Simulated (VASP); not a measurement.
Write the native input for VASP 6.6.1 that does the following.

- Task: single point
- Functional: PBE
- Potentials or basis: VASP PAW PBE potentials, release 64 (Al, O)
- Cutoff: 520 eV
- k mesh: 4 × 4 × 4
- Occupations: gaussian, width 0.1 eV
- Spin: collinear spin, ferromagnetic start
- Starting moments: [0.0, 1.0] μB
- Dipole correction: no
- Further INCAR settings: ALGO = Normal; EDIFF = 1e-07; NBANDS = 16

The structure of AlO lies in POSCAR:

```
AlO
1.0
    4.4671863500      0.0000000000      0.0000000000
    0.0000000000      4.4671863500      0.0000000000
    0.0000000000      0.0000000000      4.4671863500
Al O
1 1
Direct
    0.5000000000      0.5000000000      0.5000000000
    0.0000000000      0.0000000000      0.0000000000
```

The input as run:

INCAR

```
SYSTEM = AlO
PREC = Accurate
ENCUT = 520
EDIFF = 1E-7
ISMEAR = 0
SIGMA = 0.1
LREAL = .FALSE.
LASPH = .TRUE.
NELM = 150
ALGO = Normal
ISIF = 2
LWAVE = .FALSE.
LCHARG = .FALSE.
ISPIN = 2
MAGMOM = 0 1
LORBIT = 11
GGA = PE
NBANDS = 16
```

KPOINTS

```
regular mesh
0
G
  4 4 4
  0 0 0
```

Potentials or basis: VASP PAW PBE potentials, release 64 (Al, O).

Run with:

```sh
$ cat potpaw_PBE.64/Al/POTCAR potpaw_PBE.64/O/POTCAR > POTCAR
$ mpirun -np 1 vasp_std > vasp.out
```

It gave:

```yaml
Pressure: -4.6 GPa
Band_gap_on_the_k_mesh: zero (filled and empty bands overlap)
Net_moment: 1.00 μB per cell
Site_moments: Al -0.02; O +0.95 μB
Valence_electrons_inside_the_program's_atomic_spheres: Al 0.71; O 4.67
```

It took 21 s on 1 thread of AMD EPYC 9R45 96-Core Processor (Zen 5) (shared host), peak memory 0.2 GiB.
